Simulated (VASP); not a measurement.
# Ru (P6_3/mmc) in VASP: further runs

The runs below take Ru through single point, with PBE.

Program: VASP 6.6.1. These are calculated values, not measurements. Logs are shortened: lines on timing, memory, paths and dates and some standing lists are left out, and cuts for length are marked.

## Step 1: The cell of the first run

It takes space group P6_3/mmc (No. 194, hexagonal). The conventional cell has a = 2.603 Å, b = 2.603 Å, c = 4.131 Å, α = 90.00°, β = 90.00°, γ = 120.00°. Ru (site symmetry -6m2) has 12 Ru at 2.55 to 2.60 Å within 3.4 Å.

## Step 2: Single point, PBE (volume scaled by 0.88)

INCAR

```
PREC = Accurate
ENCUT = 520
EDIFF = 1E-6
ISMEAR = -1
SIGMA = 0.08
LREAL = False
LASPH = True
NELM = 80
ALGO = Normal
ISIF = 2
LWAVE = False
LCHARG = False
GGA = PE
NBANDS = 21
```

KPOINTS

```
regular mesh
0
Gamma
  18 18 10
```

POSCAR

```
Ru
1.0
    2.6027521572      0.0000000000      0.0000000000
   -1.3013760786      2.2540494879      0.0000000000
    0.0000000000      0.0000000000      4.1310537582
Ru
2
Direct
    0.3333333333      0.6666666667      0.2500000000
    0.6666666667      0.3333333333      0.7500000000
```

Potentials or basis: VASP PAW PBE potentials, release 64 (Ru_pv).

Started as:

```bash
$ cat potpaw_PBE.64/Ru_pv/POTCAR > POTCAR
$ mpirun -np 1 vasp_std > vasp.out
```

OUTCAR:

```text
PREC = Accurate
   ENCUT = 520
   EDIFF = 1E-6
   ISMEAR = -1
   LREAL = False
   LASPH = True
   NELM = 80
   ISIF = 2
   GGA = PE

 ion  position               nearest neighbor table
   1  0.333  0.667  0.250-   2 2.55   2 2.55   2 2.55   2 2.55   2 2.55   2 2.55
   2  0.667  0.333  0.750-   1 2.55   1 2.55   1 2.55   1 2.55   1 2.55   1 2.55

  LATTYP: Found a hexagonal cell.
 ALAT       =     2.6027521572
 C/A-ratio  =     1.5871867580

  Lattice vectors:

 A1 = (   2.6027521572,   0.0000000000,   0.0000000000)
 A2 = (  -1.3013760786,   2.2540494879,   0.0000000000)
 A3 = (   0.0000000000,   0.0000000000,   4.1310537582)

Analysis of symmetry for initial positions (statically):
=====================================================================
 Subroutine PRICEL returns:
 Original cell was already a primitive cell.

 Routine SETGRP: Setting up the symmetry group for a
 hexagonal supercell.

 Subroutine GETGRP returns: Found 24 space group operations
 (whereof 12 operations were pure point group operations)
 out of a pool of 24 trial point group operations.

The static configuration has the point symmetry D_3d.
 The point group associated with its full space group is D_6h.

Analysis of symmetry for dynamics (positions and initial velocities):
=====================================================================
 Subroutine PRICEL returns:
 Original cell was already a primitive cell.

 Routine SETGRP: Setting up the symmetry group for a
 hexagonal supercell.

 Subroutine GETGRP returns: Found 24 space group operations
 (whereof 12 operations were pure point group operations)
 out of a pool of 24 trial point group operations.

The dynamic configuration has the point symmetry D_3d.
 The point group associated with its full space group is D_6h.

 Subroutine INISYM returns: Found 24 space group operations
 (whereof 12 operations are pure point group operations),
 and found     1 'primitive' translations

----------------------------------------------------------------------------------------

                                     Primitive cell

  volume of cell :      24.2358

  direct lattice vectors                    reciprocal lattice vectors
     2.602752157  0.000000000  0.000000000     0.384208691  0.221822991  0.000000000
    -1.301376079  2.254049488  0.000000000     0.000000000  0.443645983  0.000000000
[... 74 lines left out ...]
   NGXF,Y,Z  is equivalent  to a cutoff of  25.55, 25.55, 25.76 a.u.
 SYSTEM =  unknown system
   PREC   = accura    normal or accurate (medium, high low for compatibility)
   ISTART =      0    job   : 0-new  1-cont  2-samecut
   ICHARG =      2    charge: 1-file 2-atom 10-const
   ISPIN  =      1    spin polarized calculation?
   LNONCOLLINEAR =      F non collinear calculations
   LSORBIT =      F    spin-orbit coupling
   LASPH  =      T    aspherical Exc in radial PAW
   ENCUT  =  520.0 eV  38.22 Ry    6.18 a.u.   4.84  4.84  7.68*2*pi/ulx,y,z
   NELM   =     80;   NELMIN=  2; NELMDL= -5     # of ELM steps
   EDIFF  = 0.1E-05   stopping-criterion for ELM
   LREAL  =      F    real-space projection
   EDIFFG = 0.1E-04   stopping-criterion for IOM
   NSW    =      0    number of steps for IOM
   IBRION =     -1    ionic relax: 0-MD 1-quasi-New 2-CG
   NFREE  =      0    steps in history (QN), initial steepest desc. (CG)
   ISIF   =      2    stress and relaxation
   ISYM   =      2    0-nonsym 1-usesym 2-fastsym
   POTIM  = 0.5000    time-step for ionic-motion
   TEBEG  =    0.0;   TEEND  =   0.0 temperature during run
   PSTRESS=    0.0 pullay stress
   NELECT =      28.0000    total number of electrons
   NUPDOWN=      -1.0000    fix difference up-down
   EMIN   =  10.00;   EMAX   =-10.00  energy-range for DOS
   EFERMI =   0.00;   METHOD = LEGACY
   ISMEAR =    -1;   SIGMA  =   0.08  broadening in eV -4-tet -1-fermi 0-gaus
   EFERMI_NEDOS =   21; number of points for ismear=-14 and -15
   IALGO  =     38    algorithm
   IMIX   =      4    mixing-type and parameters
     AMIX     =   0.40;   BMIX     =  1.00
     AMIX_MAG =   1.60;   BMIX_MAG =  1.00
  volume/ion in A,a.u.               =      12.12        81.78
  Fermi-wavevector in a.u.,A,eV,Ry     =   1.717810  3.246190 40.149042  2.950871
  Thomas-Fermi vector in A             =   2.794740
   LORBIT       =      0    0 simple, 1 ext, 2 COOP (PROOUT), +10 PAW based schemes
   GGA     = PE    functional components
   LHFCALC =     F    Hartree Fock is set to
   AEXX    =    0.0000 exact exchange contribution
   IVDW    =     0    specifies the selected vdW correction
   LEPSILON=     F    determine dielectric tensor
   LRPA    =     F    only Hartree local field effects (RPA)
 non-spin polarized calculation
  energy-cutoff  :      520.00
  volume of cell :       24.24
 maximum number of plane-waves:       675
 NGX is ok and might be reduce to    20
   NGX =  9   NGY =  9   NGZ = 15

 number of electron      28.0000003 magnetization

 Free energy of the ion-electron system (eV)
  ---------------------------------------------------
  ext. energy  EPLUGINS =         0.00000000
  ---------------------------------------------------
  free energy    TOTEN  =       -17.99038868 eV

  energy without entropy =      -17.96067813  energy(sigma->0) =      -17.97553340

 E-fermi :  15.0352     XC(G=0): -14.8372

 val. band max:       15.0251745855   @ k =   0.1667   0.1111   0.3000
 cond. band min:      15.0501082632   @ k =   0.0556  -0.0000   0.1000
 fundamental gap:      0.0249336778
 Fermi energy:        15.0352452302

 k-point     1 :       0.0000    0.0000    0.0000
  band No.  band energies     occupation
      1     -29.1134      2.00000
      2     -27.7636      2.00000
      3     -27.7636      2.00000
      4     -27.5268      2.00000
      5     -27.5268      2.00000
      6     -27.4719      2.00000
[... 565 lines left out ...]
     20      25.3355      0.00000
     21      27.3202      0.00000

 [... further k-points ...]
[... 5 lines left out ...]
  --------------------------------------------------------------------------------------
  -------------------------------------------------------------------------------------
  Total        8.1970049      8.1970049      8.2048013      0.0000000      0.0000000      0.0000000
  in kB      541.8869185    541.8869185    542.4023248      0.0000000      0.0000000      0.0000000
  external PRESSURE =     542.0587206 kB  Pullay stress =       0.0000000 kB

 VOLUME and BASIS-vectors are now :
 -----------------------------------------------------------------------------
  energy-cutoff  :      520.00
  volume of cell :       24.24
      direct lattice vectors                 reciprocal lattice vectors
     2.602752157  0.000000000  0.000000000     0.384208691  0.221822991  0.000000000
    -1.301376079  2.254049488  0.000000000     0.000000000  0.443645983  0.000000000
     0.000000000  0.000000000  4.131053758     0.000000000  0.000000000  0.242068987

 POSITION                                       TOTAL-FORCE (eV/Angst)
 -----------------------------------------------------------------------------------
     -0.00000      1.50270      1.03276         0.000000     -0.000000      0.000000
      1.30138      0.75135      3.09829        -0.000000      0.000000      0.000000
 -----------------------------------------------------------------------------------
    total drift:                                0.000000     -0.000000      0.000000

  FREE ENERGIE OF THE ION-ELECTRON SYSTEM (eV)
  ---------------------------------------------------
  free  energy   TOTEN  =       -17.9903886772 eV

  energy  without entropy=      -17.9606781306  energy(sigma->0) =      -17.97553340
```

OSZICAR:

```text
N       E                     dE             d eps       ncg     rms          rms(c)
DAV:   1     0.290047205859E+03    0.29005E+03   -0.17504E+04  9364   0.151E+03
DAV:   2    -0.131741700563E+02   -0.30322E+03   -0.29376E+03  9569   0.454E+02
DAV:   3    -0.191427386096E+02   -0.59686E+01   -0.59386E+01 11054   0.712E+01
DAV:   4    -0.191851406289E+02   -0.42402E-01   -0.42308E-01 11311   0.586E+00
DAV:   5    -0.191856832537E+02   -0.54262E-03   -0.53875E-03 10439   0.616E-01    0.235E+01
DAV:   6    -0.181053183607E+02    0.10804E+01   -0.21964E+00 10774   0.147E+01    0.807E+00
DAV:   7    -0.179996699409E+02    0.10565E+00   -0.44660E-01 10519   0.552E+00    0.142E+00
DAV:   8    -0.179905660751E+02    0.91039E-02   -0.21281E-02 10184   0.161E+00    0.916E-02
DAV:   9    -0.179903826041E+02    0.18347E-03   -0.39491E-04 10779   0.219E-01    0.387E-02
DAV:  10    -0.179903892962E+02   -0.66921E-05   -0.31488E-05 10584   0.546E-02    0.128E-02
DAV:  11    -0.179903886772E+02    0.61900E-06   -0.64516E-06 10269   0.257E-02
   1 F= -.17990389E+02 E0= -.17975533E+02  d E =-.297105E-01
```

stdout:

```text
POSCAR found type information on POSCAR Ru
 POSCAR found :  1 types and       2 ions
 scaLAPACK will be used
 LDA part: xc-table for (Slater+PW92), standard interpolation
 POSCAR, INCAR and KPOINTS ok, starting setup
 FFT: planning ... GRIDC
 FFT: planning ... GRID_SOFT
 FFT: planning ... GRID
 WAVECAR not read
 entering main loop
```

Wall time 96 s (1 thread of AMD EPYC 7R13, shared host); peak memory 0.17 GiB.

What came out:

* Free energy: -17.9904 eV
* Pressure: 54.2 GPa
* Band gap on the k mesh: zero (band 14 reaches 16.80 eV, above the bottom of band 15 at 13.08 eV)

Caveat: the cell differs from its parent crystal (volume scaled by 0.88).

## Step 3: Single point, PBE (volume scaled by 0.88, level accurate)

INCAR

```
SYSTEM = Ru
PREC     = Accurate       ! precision mode
ENCUT    = 520            ! plane-wave cutoff, eV
EDIFF    = 1E-6           ! SCF threshold, eV
ISMEAR   = -1             ! smearing method
SIGMA    = 0.08           ! smearing width, eV
LREAL    = .FALSE.        ! projectors in reciprocal space
LASPH    = .TRUE.         ! aspherical terms in the spheres
NELM     = 80             ! most SCF steps
ALGO     = Normal         ! electronic algorithm
ISIF     = 2              ! what is computed and relaxed
LWAVE    = .FALSE.        ! write WAVECAR
LCHARG   = .FALSE.        ! write CHGCAR
GGA      = PE             ! functional
NBANDS   = 21             ! bands
```

KPOINTS

```
regular mesh
0
G
  18 18 10
  0 0 0
```

POSCAR is that of step 2.

Potentials or basis: VASP PAW PBE potentials, release 64 (Ru_pv).

Started as:

```bash
$ cat potpaw_PBE.64/Ru_pv/POTCAR > POTCAR
$ mpirun -np 1 vasp_std > vasp.out
```

Wall time 2.1 min (1 thread of AMD EPYC 7R13, shared host); peak memory 0.17 GiB.

It converged, with:

```
Free energy            : -17.9904 eV
Pressure               : 54.2 GPa
Band gap on the k mesh : zero (band 14 reaches 16.80 eV, above the bottom of band 15 at 13.08 eV)
```

Levels at points of the mesh, in eV from the Fermi level:
| k point | band 10 | band 11 | band 12 | band 13 | band 14 | band 15 | band 16 | band 17 | band 18 | band 19 |
| --- | --- | --- | --- | --- | --- | --- | --- | --- | --- | --- |
| (0.00, 0.00, 0.00) | -3.09 | -2.90 | -2.28 | -2.28 | -1.62 | -1.62 | 1.39 | 1.39 | 1.44 | 10.30 |
| (0.50, 0.00, 0.00) | -3.55 | -2.42 | -1.96 | -1.77 | 1.75 | 2.25 | 2.30 | 4.76 | 7.04 | 10.30 |
| (0.00, 0.00, 0.50) | -3.27 | -3.27 | -3.27 | -3.09 | -3.09 | 0.66 | 0.66 | 0.66 | 0.66 | 10.30 |
| (0.50, 0.00, 0.50) | -5.36 | -1.25 | -1.25 | 0.55 | 0.55 | 2.05 | 2.05 | 3.90 | 3.90 | 10.30 |

Caveat: the cell differs from its parent crystal (volume scaled by 0.88, level accurate).

## Step 4: Single point, PBE

This run uses another cell than the first one, of 13.77 Å³/atom, 1.136 times its volume.

INCAR

```
ALGO = Normal ; EDIFF = 1E-6
ENCUT = 520 ; GGA = PE
ISIF = 2 ; ISMEAR = -1
LASPH = T ; LCHARG = T
LELF = T ; LREAL = F
LVHAR = T ; LWAVE = F
NBANDS = 21 ; NELM = 60
PREC = Accurate ; SIGMA = 0.08
```

KPOINTS

```
k-points
0
Gamma
  18 18 10
```

POSCAR

```
Ru
1.0
    2.7207384562      0.0000000000      0.0000000000
   -1.3603692281      2.3562286201      0.0000000000
    0.0000000000      0.0000000000      4.2960587739
Ru
2
Direct
    0.3333333333      0.6666666667      0.2500000000
    0.6666666667      0.3333333333      0.7500000000
```

Started as:

```bash
$ cat potpaw_PBE.64/Ru_pv/POTCAR > POTCAR
$ mpirun -np 1 vasp_std > vasp.out
```

Wall time 2.4 min (1 thread of AMD EPYC 7R13, shared host); peak memory 0.18 GiB.

Results (log left out):

| Property | Result |
| --- | --- |
| Free energy | -18.4858 eV |
| Pressure | -0.1 GPa |
| Band gap on the k mesh | zero (band 14 reaches 14.04 eV, above the bottom of band 15 at 10.98 eV) |

Levels at points of the mesh, in eV from the Fermi level:
```csv
k point,band 11,band 12,band 13,band 14,band 15,band 16,band 17,band 18
"(0.00, 0.00, 0.00)",-2.35,-1.87,-1.87,-1.38,-1.38,1.15,1.15,1.30
"(0.50, 0.00, 0.00)",-2.03,-1.78,-1.48,1.38,1.79,1.87,3.98,6.01
"(0.00, 0.00, 0.50)",-2.71,-2.71,-2.66,-2.66,0.53,0.53,0.53,0.53
"(0.50, 0.00, 0.50)",-1.05,-1.05,0.43,0.43,1.63,1.63,3.33,3.33
```
